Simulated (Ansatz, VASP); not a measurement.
**Two plane-wave programs on MgI2**

INCAR

```
SYSTEM = MgI2
ALGO = Normal
EDIFF = 1E-7
ENCUT = 520
GGA = PE
ISIF = 2
ISMEAR = 0
LASPH = .True.
LCHARG = .True.
LELF = .True.
LREAL = .False.
LVHAR = .True.
LWAVE = .False.
NBANDS = 15
NELM = 60
PREC = Accurate
SIGMA = 0.05
```

KPOINTS

```
k-points
0
Gamma
  6 6 4
  0 0 0
```

Contents of POSCAR:

```
MgI2
1.0
    4.1537001214      0.0000000000      0.0000000000
   -2.0768500607      3.5972098248      0.0000000000
    0.0000000000      0.0000000000      6.8620000000
Mg I
1 2
Direct
    0.0000000000      0.0000000000      0.0000000000
    0.4146214472      0.7073107236      0.6985245995
    0.7479547805      0.3739773903      0.1832645995
```

Input for Ansatz:

```yaml
crystal:
  lattice:
    - [4.1537001214, 0.0, 0.0]
    - [-2.0768500607, 3.5972098248, 0.0]
    - [0.0, 0.0, 6.862]
  atoms:
    - { symbol: Mg, position: [0.0, 0.0, 0.0] }
    - { symbol: I, position: [0.4146214472, 0.7073107236, 0.6985245995] }
    - { symbol: I, position: [0.7479547805, 0.3739773903, 0.1832645995] }
basis:
  ecutwfc: 420
kpoints:
  mp_grid: { grid: [6, 6, 4] }
hamiltonian:
  xc: pbe
scf:
  occupations: { method: gaussian, width: 0.05 }
output:
  forces: true
  stress: true
  eigenvalues: true
  write_density: true
  write_potential: true
  elf: true
  volumetric_format: npy
```

Change from the starting cell: all I atoms moved -0.500 Å, as atom 2 towards its neighbour atom 3 (I) at 4.101 Å.

Alike in both runs: task single point; functional PBE; k mesh 6 × 6 × 4; occupations gaussian, width 0.05 eV; no spin polarisation.

|  | VASP | Ansatz |
| --- | --- | --- |
| version | VASP 6.6.1 | Ansatz 0.2.0 |
| potentials or method | VASP PAW PBE potentials, release 64 (Mg, I), cutoff 520 eV | scalar-relativistic, plane waves, PAW |
| valence electrons in the cell | 16 | 44 |

|  | VASP | Ansatz | Ansatz less VASP |
| --- | --- | --- | --- |
| gap on the k mesh at the Fermi level (eV) | 2.46 | 2.48 | +0.019 |
| least direct gap on the mesh (eV) | 2.49 | 2.51 | +0.018 |
| pressure (GPa) | 3.3 | 3.3 | +0.04 |
| traceless stress, the component that is largest in VASP (GPa) | 1.97 | 1.97 | -0.002 |
| rms of the force components (eV/Å) | 1.071 | 1.070 | -0.0008 |

Atom by atom the forces differ by 0.003 eV/Å (rms over components). The functional is the same, so the differences come from potentials, cutoffs and numerics. VASP's potentials hold 16 valence electrons a cell and Ansatz's 44, so a difference there can come from the potentials and not from the codes.

Neither program's run includes spin-orbit coupling.
